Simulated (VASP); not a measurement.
# Al (Im-3m) in VASP: notebook

Runs on Al. Level: PBE. Tasks: single point, relaxation of cell and atoms.

All numbers are computed with VASP 6.6.1; they aren't measurements. Logs are shortened: lines on timing, memory, paths and dates and some standing lists are left out, and cuts for length are marked.

**1. The cell of the first run**

It takes space group Im-3m (No. 229, cubic). The conventional cell has a = 3.280 Å, b = 3.280 Å, c = 3.280 Å, α = 90.00°, β = 90.00°, γ = 90.00°. Within 3.7 Å of Al (site symmetry m-3m) lie 14 Al at 2.84 to 3.28 Å.

**2. Single point, PBE (volume scaled by 1.04)**

INCAR reads:

```
PREC     = Accurate       # precision mode
ENCUT    = 520            # plane-wave cutoff, eV
EDIFF    = 1E-6           # SCF threshold, eV
ISMEAR   = -1             # smearing method
SIGMA    = 0.1            # smearing width, eV
LREAL    = F              # projectors in reciprocal space
LASPH    = T              # aspherical terms in the spheres
NELM     = 60             # most SCF steps
ALGO     = Normal         # electronic algorithm
ISIF     = 2              # what is computed and relaxed
LWAVE    = F              # write WAVECAR
LCHARG   = F              # write CHGCAR
GGA      = PE             # functional
NBANDS   = 8              # bands
```

KPOINTS reads:

```
Automatic mesh
0
Gamma
  15 15 15
```

POSCAR reads:

```
Al
1.0
   -1.6401688613      1.6401688613      1.6401688613
    1.6401688613     -1.6401688613      1.6401688613
    1.6401688613      1.6401688613     -1.6401688613
Al
1
Direct
    0.0000000000      0.0000000000      0.0000000000
```

Potentials or basis: VASP PAW PBE potentials, release 64 (Al).

The run is started by

```bash
$ cat potpaw_PBE.64/Al/POTCAR > POTCAR
$ mpirun -np 1 vasp_std > vasp.out
```

OUTCAR:

```text
PREC = Accurate
   ENCUT = 520
   EDIFF = 1E-6
   ISMEAR = -1
   LREAL = F
   LASPH = T
   NELM = 60
   ISIF = 2
   GGA = PE

 ion  position               nearest neighbor table
   1  0.000  0.000  0.000-

  LATTYP: Found a body centered cubic cell.
 ALAT       =     3.2803377226

  Lattice vectors:

 A1 = (  -1.6401688613,   1.6401688613,   1.6401688613)
 A2 = (   1.6401688613,  -1.6401688613,   1.6401688613)
 A3 = (   1.6401688613,   1.6401688613,  -1.6401688613)

Analysis of symmetry for initial positions (statically):
=====================================================================
 Subroutine PRICEL returns:
 Original cell was already a primitive cell.

 Routine SETGRP: Setting up the symmetry group for a
 body centered cubic supercell.

 Subroutine GETGRP returns: Found 48 space group operations
 (whereof 48 operations were pure point group operations)
 out of a pool of 48 trial point group operations.

The static configuration has the point symmetry O_h .

Analysis of symmetry for dynamics (positions and initial velocities):
=====================================================================
 Subroutine PRICEL returns:
 Original cell was already a primitive cell.

 Routine SETGRP: Setting up the symmetry group for a
 body centered cubic supercell.

 Subroutine GETGRP returns: Found 48 space group operations
 (whereof 48 operations were pure point group operations)
 out of a pool of 48 trial point group operations.

The dynamic configuration has the point symmetry O_h .

 Subroutine INISYM returns: Found 48 space group operations
 (whereof 48 operations are pure point group operations),
 and found     1 'primitive' translations

----------------------------------------------------------------------------------------

                                     Primitive cell

  volume of cell :      17.6492

  direct lattice vectors                    reciprocal lattice vectors
    -1.640168861  1.640168861  1.640168861     0.000000000  0.304846660  0.304846660
     1.640168861 -1.640168861  1.640168861     0.304846660  0.000000000  0.304846660
     1.640168861  1.640168861 -1.640168861     0.304846660  0.304846660  0.000000000

  length of vectors
     2.840855801  2.840855801  2.840855801     0.431118282  0.431118282  0.431118282

  position of ions in fractional coordinates (direct lattice)
     0.000000000  0.000000000  0.000000000

  ion indices of the primitive-cell ions
   primitive index   ion index
                 1           1

----------------------------------------------------------------------------------------

 KPOINTS: Automatic mesh

Automatic generation of k-mesh.
 Grid dimensions read from file:
 generate k-points for:   15   15   15

 Generating k-lattice:

  Cartesian coordinates                     Fractional coordinates (reciprocal lattice)
     0.000000000  0.020323111  0.020323111     0.066666667  0.000000000  0.000000000
     0.020323111  0.000000000  0.020323111     0.000000000  0.066666667  0.000000000
     0.020323111  0.020323111  0.000000000     0.000000000  0.000000000  0.066666667

  Length of vectors
     0.028741219  0.028741219  0.028741219

  Shift w.r.t. Gamma in fractional coordinates (k-lattice)
     0.000000000  0.000000000  0.000000000

 Subroutine IBZKPT returns following result:
 ===========================================

 Found    120 irreducible k-points:

 Following reciprocal coordinates:
            Coordinates               Weight
  0.000000  0.000000  0.000000      1.000000
  0.066667  0.000000  0.000000     12.000000
  0.133333  0.000000  0.000000     12.000000
  0.200000  0.000000  0.000000     12.000000
  0.266667  0.000000  0.000000     12.000000
  0.333333  0.000000  0.000000     12.000000
[... 16 lines left out ...]
  0.333333  0.200000 -0.000000     48.000000
  0.400000  0.200000  0.000000     24.000000
 [... further k-points ...]
   k-points           NKPTS =    120   k-points in BZ     NKDIM =    120   number of bands    NBANDS=      8
   number of dos      NEDOS =    301   number of ions     NIONS =      1
   total plane-waves  NPLWV =  13824
   dimension x,y,z NGX =    24 NGY =   24 NGZ =   24
   dimension x,y,z NGXF=    48 NGYF=   48 NGZF=   48
   ions per type =               1
   NGX,Y,Z   is equivalent  to a cutoff of  14.04, 14.04, 14.04 a.u.
   NGXF,Y,Z  is equivalent  to a cutoff of  28.09, 28.09, 28.09 a.u.
 SYSTEM =  unknown system
   PREC   = accura    normal or accurate (medium, high low for compatibility)
   ISTART =      0    job   : 0-new  1-cont  2-samecut
   ICHARG =      2    charge: 1-file 2-atom 10-const
   ISPIN  =      1    spin polarized calculation?
   LNONCOLLINEAR =      F non collinear calculations
   LSORBIT =      F    spin-orbit coupling
   LASPH  =      T    aspherical Exc in radial PAW
   ENCUT  =  520.0 eV  38.22 Ry    6.18 a.u.   5.28  5.28  5.28*2*pi/ulx,y,z
   NELM   =     60;   NELMIN=  2; NELMDL= -5     # of ELM steps
   EDIFF  = 0.1E-05   stopping-criterion for ELM
   LREAL  =      F    real-space projection
   EDIFFG = 0.1E-04   stopping-criterion for IOM
   NSW    =      0    number of steps for IOM
   IBRION =     -1    ionic relax: 0-MD 1-quasi-New 2-CG
   NFREE  =      0    steps in history (QN), initial steepest desc. (CG)
   ISIF   =      2    stress and relaxation
   ISYM   =      2    0-nonsym 1-usesym 2-fastsym
   POTIM  = 0.5000    time-step for ionic-motion
   TEBEG  =    0.0;   TEEND  =   0.0 temperature during run
   PSTRESS=    0.0 pullay stress
   NELECT =       3.0000    total number of electrons
   NUPDOWN=      -1.0000    fix difference up-down
   EMIN   =  10.00;   EMAX   =-10.00  energy-range for DOS
   EFERMI =   0.00;   METHOD = LEGACY
   ISMEAR =    -1;   SIGMA  =   0.10  broadening in eV -4-tet -1-fermi 0-gaus
   EFERMI_NEDOS =   21; number of points for ismear=-14 and -15
   IALGO  =     38    algorithm
   IMIX   =      4    mixing-type and parameters
     AMIX     =   0.40;   BMIX     =  1.00
     AMIX_MAG =   1.60;   BMIX_MAG =  1.00
  volume/ion in A,a.u.               =      17.65       119.10
  Fermi-wavevector in a.u.,A,eV,Ry     =   0.906860  1.713716 11.189353  0.822394
  Thomas-Fermi vector in A             =   2.030598
   LORBIT       =      0    0 simple, 1 ext, 2 COOP (PROOUT), +10 PAW based schemes
   GGA     = PE    functional components
   LHFCALC =     F    Hartree Fock is set to
   AEXX    =    0.0000 exact exchange contribution
   IVDW    =     0    specifies the selected vdW correction
   LEPSILON=     F    determine dielectric tensor
   LRPA    =     F    only Hartree local field effects (RPA)
 non-spin polarized calculation
  energy-cutoff  :      520.00
  volume of cell :       17.65
 maximum number of plane-waves:       486
 NGX is ok and might be reduce to    24
   NGX = 11   NGY = 11   NGZ = 11

 number of electron       3.0000000 magnetization

 Free energy of the ion-electron system (eV)
  ---------------------------------------------------
  ext. energy  EPLUGINS =         0.00000000
  ---------------------------------------------------
  free energy    TOTEN  =        -3.65195637 eV

  energy without entropy =       -3.63715011  energy(sigma->0) =       -3.64455324

 E-fermi :   7.2983     XC(G=0):  -9.9595

 val. band max:        7.2895181652   @ k =   0.2667   0.2000   0.0667
 cond. band min:       7.4061563430   @ k =  -0.3333  -0.4667   0.1333
 fundamental gap:      0.1166381777
 Fermi energy:         7.2982678639

 k-point     1 :       0.0000    0.0000    0.0000
  band No.  band energies     occupation
      1      -3.3570      2.00000
      2      20.1815      0.00000
      3      20.1815      0.00000
      4      20.1815      0.00000
      5      21.0584      0.00000
      6      21.0584      0.00000
      7      21.0584      0.00000
      8      23.1217      0.00000

 k-point     2 :       0.0667    0.0000    0.0000
  band No.  band energies     occupation
      1      -3.2346      2.00000
      2      18.5473      0.00000
      3      19.1461      0.00000
      4      19.6959      0.00000
      5      20.6617      0.00000
      6      21.7521      0.00000
      7      22.2329      0.00000
      8      22.2987      0.00000

 k-point     3 :       0.1333    0.0000    0.0000
  band No.  band energies     occupation
      1      -2.8682      2.00000
      2      15.9949      0.00000
      3      17.9709      0.00000
      4      18.7079      0.00000
      5      19.7931      0.00000
      6      21.0027      0.00000
      7      22.7677      0.00000
      8      23.2303      0.00000

 k-point     4 :       0.2000    0.0000    0.0000
  band No.  band energies     occupation
      1      -2.2595      2.00000
      2      13.3535      0.00000
      3      16.9806      0.00000
      4      17.6951      0.00000
      5      18.8788      0.00000
      6      20.1457      0.00000
      7      23.6063      0.00000
      8      23.6669      0.00000

 k-point     5 :       0.2667    0.0000    0.0000
  band No.  band energies     occupation
      1      -1.4112      2.00000
      2      10.8181      0.00000
      3      16.1885      0.00000
      4      16.8230      0.00000
      5      18.0886      0.00000
      6      19.4108      0.00000
      7      24.3233      0.00000
      8      24.5767      0.00000

 k-point     6 :       0.3333    0.0000    0.0000
  band No.  band energies     occupation
      1      -0.3274      2.00000
      2       8.4493      0.00002
      3      15.5956      0.00000
      4      16.1471      0.00000
      5      17.4767      0.00000
      6      18.8250      0.00000
      7      25.1689      0.00000
      8      25.7046      0.00000

 k-point     7 :       0.4000    0.0000    0.0000
  band No.  band energies     occupation
      1       0.9869      2.00000
      2       6.2722      1.99993
      3      15.2011      0.00000
      4      15.6891      0.00000
      5      17.0626      0.00000
      6      18.4176      0.00000
      7      26.1562      0.00000
      8      26.9582      0.00000
[... 133 lines left out ...]
 k-point    20 :       0.4000    0.1333   -0.0000
  band No.  band energies     occupation
      1       2.8733      2.00000
      2       4.6554      2.00000
      3      11.4711      0.00000
      4      14.7820      0.00000
      5      18.6186      0.00000
      6      21.5399      0.00000
      7      25.2729      0.00000
      8      26.8763      0.00000

 k-point    21 :       0.2000    0.2000    0.0000
  band No.  band energies     occupation
      1      -0.0875      2.00000
      2      10.1694      0.00000
      3      10.5714      0.00000
      4      15.3366      0.00000
      5      20.5621      0.00000
      6      20.7118      0.00000
      7      25.2320      0.00000
      8      25.5576      0.00000

 k-point    22 :       0.2667    0.2000    0.0000
  band No.  band energies     occupation
      1       1.1059      2.00000
      2       8.0872      0.00075
      3       9.8363      0.00000
      4      14.8212      0.00000
      5      20.1658      0.00000
      6      21.6046      0.00000
      7      25.0171      0.00000
      8      26.9644      0.00000

 k-point    23 :       0.3333    0.2000   -0.0000
  band No.  band energies     occupation
      1       2.5244      2.00000
      2       6.0374      1.99999
      3       9.4865      0.00000
      4      14.5066      0.00000
      5      19.8696      0.00000
      6      22.6197      0.00000
      7      24.6920      0.00000
      8      26.8101      0.00000

 k-point    24 :       0.4000    0.2000    0.0000
  band No.  band energies     occupation
      1       4.0167      2.00000
      2       4.3324      2.00000
      3       9.3712      0.00000
      4      14.4010      0.00000
      5      19.7685      0.00000
      6      23.2163      0.00000
      7      24.4800      0.00000
      8      26.3608      0.00000

 [... further k-points ...]

------------------------ aborting loop because EDIFF is reached ----------------------------------------

  FORCE on cell =-STRESS in cart. coord.  units (eV):
  Direction    XX          YY          ZZ          XY          YZ          ZX
  --------------------------------------------------------------------------------------
  -------------------------------------------------------------------------------------
  Total       -0.2889906     -0.2889906     -0.2889906      0.0000000      0.0000000     -0.0000000
  in kB      -26.2342454    -26.2342454    -26.2342454      0.0000000      0.0000000     -0.0000000
  external PRESSURE =     -26.2342454 kB  Pullay stress =       0.0000000 kB

 VOLUME and BASIS-vectors are now :
 -----------------------------------------------------------------------------
  energy-cutoff  :      520.00
  volume of cell :       17.65
      direct lattice vectors                 reciprocal lattice vectors
    -1.640168861  1.640168861  1.640168861     0.000000000  0.304846660  0.304846660
     1.640168861 -1.640168861  1.640168861     0.304846660  0.000000000  0.304846660
     1.640168861  1.640168861 -1.640168861     0.304846660  0.304846660  0.000000000

 POSITION                                       TOTAL-FORCE (eV/Angst)
 -----------------------------------------------------------------------------------
      0.00000      0.00000      0.00000        -0.000000      0.000000      0.000000
 -----------------------------------------------------------------------------------
    total drift:                                0.000000     -0.000000      0.000000

  FREE ENERGIE OF THE ION-ELECTRON SYSTEM (eV)
  ---------------------------------------------------
  free  energy   TOTEN  =        -3.6519563748 eV

  energy  without entropy=       -3.6371501089  energy(sigma->0) =       -3.64455324
```

It took 6.6 s on 1 thread of Intel Xeon Platinum 8488C (Sapphire Rapids), shared host; peak memory 0.13 GiB.

Results:

```yaml
Free_energy: -3.6520 eV
Pressure: -2.6 GPa
```

Levels at points of the mesh, in eV from the Fermi level:
| k point | band 1 | band 2 | band 3 | band 4 | band 5 | band 6 |
| --- | --- | --- | --- | --- | --- | --- |
| (0.00, 0.00, 0.00) | -10.66 | 12.88 | 12.88 | 12.88 | 13.76 | 13.76 |

Caveat: the cell differs from its parent crystal (volume scaled by 1.04).

**3. Single point, PBE (volume scaled by 1.08)**

INCAR reads:

```
ALGO     = Normal         # electronic algorithm
EDIFF    = 1E-6           # SCF threshold, eV
ENCUT    = 520            # plane-wave cutoff, eV
GGA      = PE             # functional
ISIF     = 2              # what is computed and relaxed
ISMEAR   = -1             # smearing method
LASPH    = T              # aspherical terms in the spheres
LCHARG   = F              # write CHGCAR
LREAL    = F              # projectors in reciprocal space
LWAVE    = F              # write WAVECAR
NBANDS   = 8              # bands
NELM     = 100            # most SCF steps
PREC     = Accurate       # precision mode
SIGMA    = 0.1            # smearing width, eV
```

KPOINTS reads:

```
k-points
0
Gamma
  15 15 15
```

POSCAR reads:

```
Al
1.0
   -1.6609326968      1.6609326968      1.6609326968
    1.6609326968     -1.6609326968      1.6609326968
    1.6609326968      1.6609326968     -1.6609326968
Al
1
Direct
    0.0000000000      0.0000000000      0.0000000000
```

Potentials or basis: VASP PAW PBE potentials, release 64 (Al).

The run is started by

```bash
$ cat potpaw_PBE.64/Al/POTCAR > POTCAR
$ mpirun -np 1 vasp_std > vasp.out
```

Wall time 10 s (1 thread of Intel Xeon Platinum 8488C (Sapphire Rapids), shared host); peak memory 0.13 GiB.

The run converged. Its results:

```
Free energy : -3.6366 eV
Pressure    : -4.6 GPa
```

Levels at points of the mesh, in eV from the Fermi level:
```csv
k point,band 1,band 2,band 3,band 4,band 5,band 6
"(0.00, 0.00, 0.00)",-10.40,12.67,12.67,12.67,13.26,13.26
```

Caveat: the cell differs from its parent crystal (volume scaled by 1.08).

**4. Single point, PBE (volume scaled by 1.12)**

INCAR reads:

```
PREC = Accurate ; ENCUT = 520
EDIFF = 1E-6 ; ISMEAR = -1
SIGMA = 0.1 ; LREAL = False
LASPH = True ; NELM = 80
ALGO = Normal ; ISIF = 2
LWAVE = False ; LCHARG = False
GGA = PE ; NBANDS = 8
```

KPOINTS reads:

```
Automatic mesh
0
Gamma
  15 15 15
```

POSCAR reads:

```
Al
1.0
   -1.6811899700      1.6811899700      1.6811899700
    1.6811899700     -1.6811899700      1.6811899700
    1.6811899700      1.6811899700     -1.6811899700
Al
1
Direct
    0.0000000000      0.0000000000      0.0000000000
```

The run is started by

```bash
$ cat potpaw_PBE.64/Al/POTCAR > POTCAR
$ mpirun -np 1 vasp_std > vasp.out
```

Wall time 6.1 s (1 thread of Intel Xeon Platinum 8488C (Sapphire Rapids), shared host); peak memory 0.13 GiB.

Results (log left out):

* Free energy: -3.6138 eV
* Pressure: -6.1 GPa

Levels at points of the mesh, in eV from the Fermi level:
```csv
k point,band 1,band 2,band 3,band 4,band 5
"(0.00, 0.00, 0.00)",-10.15,12.47,12.47,12.47,12.79
```

Caveat: the cell differs from its parent crystal (volume scaled by 1.12).

**5. Relaxation of cell and atoms, PBE**

This run uses another cell than the first one, of 16.60 Å³/atom, 0.941 times its volume.

INCAR reads:

```
  PREC = Accurate
  ENCUT = 600
  EDIFF = 1E-7
  ISMEAR = -1
  SIGMA = 0.1
  LREAL = False
  LASPH = True
  NELM = 80
  ALGO = Normal
  ISIF = 3
  LWAVE = False
  LCHARG = False
  GGA = PE
  IBRION = 2
  NSW = 80
  EDIFFG = -0.01
```

KPOINTS reads:

```
Automatic mesh
0
Gamma
  14 14 14
```

POSCAR reads:

```
Al
1.0
   -1.6070768880      1.6070768880      1.6070768880
    1.6070768880     -1.6070768880      1.6070768880
    1.6070768880      1.6070768880     -1.6070768880
Al
1
Direct
    0.0000000000      0.0000000000      0.0000000000
```

The run is started by

```bash
$ cat potpaw_PBE.64/Al/POTCAR > POTCAR
$ mpirun -np 1 vasp_std > vasp.out
```

Run time: 10 s. Hardware: 1 thread of Intel Xeon Platinum 8488C (Sapphire Rapids), shared host; peak memory 0.13 GiB.

The run converged. Its results:

```
Free energy                            : -3.6614 eV
Relaxed volume                         : 16.96 Å³/atom
Relaxed cell                           : a = 2.803 Å, b = 2.803 Å, c = 2.803 Å, α = 109.47°, β = 109.47°, γ = 109.47°
Space group after relaxing (to 0.05 Å) : Im-3m (No. 229)
Energy gained by relaxing              : 1.7 meV/atom
Ionic steps                            : 3
Pressure after relaxing                : 0.0 GPa
```

The path:
```
step  energy change (eV)  largest force (eV/Å)  pressure (GPa)  volume (Å³)
   1              0.0000                0.0000            1.52        16.60
   2             -0.0016                0.0000           -0.10        16.98
   3             -0.0017                0.0000            0.00        16.96
```

Final structure:
```
CELL_PARAMETERS angstrom
-1.61846 1.61846 1.61846
1.61846 -1.61846 1.61846
1.61846 1.61846 -1.61846
ATOMIC_POSITIONS crystal
Al 0.00000 0.00000 0.00000
```

Levels at points of the mesh, in eV from the Fermi level:
```tsv
k point	band 1	band 2	band 3	band 4
(0.00, 0.00, 0.00)	-10.95	13.10	13.10	13.10
(0.50, 0.00, 0.00)	-4.22	-3.83	7.95	8.20
(0.50, 0.50, 0.50)	1.82	1.82	1.82	3.03
```

**6. Single point, PBE**

This run uses another cell than the first one, of 16.97 Å³/atom, 0.962 times its volume.

INCAR reads:

```
ALGO = Normal ; EDIFF = 1E-7
ENCUT = 520 ; GGA = PE
ISIF = 2 ; ISMEAR = -1
LASPH = T ; LCHARG = F
LREAL = F ; LWAVE = F
NBANDS = 8 ; NELM = 100
PREC = Accurate ; SIGMA = 0.1
```

KPOINTS reads:

```
k-points
0
Gamma
  22 22 22
```

POSCAR reads:

```
Al
1.0
   -1.6188655558      1.6188655558      1.6188655558
    1.6188655558     -1.6188655558      1.6188655558
    1.6188655558      1.6188655558     -1.6188655558
Al
1
Direct
    0.0000000000      0.0000000000      0.0000000000
```

Potentials or basis: VASP PAW PBE potentials, release 64 (Al).

The run is started by

```bash
$ cat potpaw_PBE.64/Al/POTCAR > POTCAR
$ mpirun -np 1 vasp_std > vasp.out
```

Run time: 17 s. Hardware: 1 thread of Intel Xeon Platinum 8488C (Sapphire Rapids), shared host; peak memory 0.16 GiB.

Results (log left out):

- Free energy: -3.6577 eV
- Pressure: -0.2 GPa

Levels at points of the mesh, in eV from the Fermi level:
```tsv
k point	band 1	band 2	band 3	band 4	band 5
(0.00, 0.00, 0.00)	-10.94	13.09	13.09	13.09	14.29
(0.50, 0.00, 0.00)	-4.22	-3.83	7.95	8.20	9.78
(0.50, 0.50, 0.50)	1.82	1.82	1.82	3.02	3.02
```

(Part 1 of 2 ends here.)
